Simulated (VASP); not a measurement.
SnO2, 6 atoms in the cell. The structure is tetragonal, space group P4_2/mnm (No. 136). Conventional cell: a = 4.827 Å, b = 4.827 Å, c = 3.238 Å, α = 90.00°, β = 90.00°, γ = 90.00°. Sn (site symmetry mmm) has 6 O at 2.09 Å within 2.8 Å. O (site symmetry m2m) has 3 Sn at 2.09 Å and 1 O at 2.64 Å within 2.8 Å. 

```yaml
Program: VASP 6.6.1
Task: single point
Functional: PBE
Potentials_or_basis: VASP PAW PBE potentials, release 64 (Sn_d, O)
Cutoff: 520 eV
k_mesh: 6 × 6 × 8
Occupations: gaussian, width 0.02 eV
Spin: no spin polarisation
Dipole_correction: no
Further_INCAR_settings: ALGO = Normal; EDIFF = 1e-06; NBANDS = 35
```

Potentials or basis: VASP PAW PBE potentials, release 64 (Sn_d, O).

Run with:

```sh
$ cat potpaw_PBE.64/Sn_d/POTCAR potpaw_PBE.64/O/POTCAR > POTCAR
$ mpirun -np 1 vasp_std > vasp.out
```

Hardware: 1 thread of Intel(R) Xeon(R) Platinum 8375C CPU @ 2.90GHz (Ice Lake), with other jobs on the host.

Problem. How long does it take, and how much memory?

Solution. It took 97 s on 1 thread of Intel(R) Xeon(R) Platinum 8375C CPU @ 2.90GHz (Ice Lake) (shared host), peak memory 0.24 GiB. Counts: scf iterations 14, k points 50.
